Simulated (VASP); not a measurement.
Here is a VASP 6.6.1 calculation.

Contents of INCAR:

```
ALGO     = Normal         # electronic algorithm
EDIFF    = 1E-6           # SCF threshold, eV
ENCUT    = 520            # plane-wave cutoff, eV
GGA      = PS             # functional
ISIF     = 2              # what is computed and relaxed
ISMEAR   = -1             # smearing method
IVDW     = 13             # dispersion correction
LASPH    = True           # aspherical terms in the spheres
LCHARG   = False          # write CHGCAR
LREAL    = False          # projectors in reciprocal space
LWAVE    = False          # write WAVECAR
NBANDS   = 17             # bands
NELM     = 60             # most SCF steps
PREC     = Accurate       # precision mode
SIGMA    = 0.05           # smearing width, eV
```

The input KPOINTS:

```
k-points
0
Gamma
  8 8 8
```

The input POSCAR:

```
PbS
1.0
    0.0000000000      2.9458450378      2.9458450378
    2.9458450378      0.0000000000      2.9458450378
    2.9458450378      2.9458450378      0.0000000000
Pb S
1 1
Direct
    0.0000000000      0.0000000000      0.0000000000
    0.5000000000      0.5000000000      0.5000000000
```

Potentials or basis: VASP PAW PBE potentials, release 64 (Pb_d, S).

Launch:

```bash
$ cat potpaw_PBE.64/Pb_d/POTCAR potpaw_PBE.64/S/POTCAR > POTCAR
$ mpirun -np 1 vasp_std > vasp.out
```

(1) Estimate the pressure.

(2) What does it give for the dispersion energy per atom?

(3) What does it give for the band gap on the k mesh?

Results:

(1) -1.0 GPa.

(2) -0.223 eV.

(3) 0.18 eV, direct.

Caveat: the PAW data sets were made with another functional, which shifts forces and pressure a little; spin-orbit coupling is left out, which moves the levels of the heavy elements.
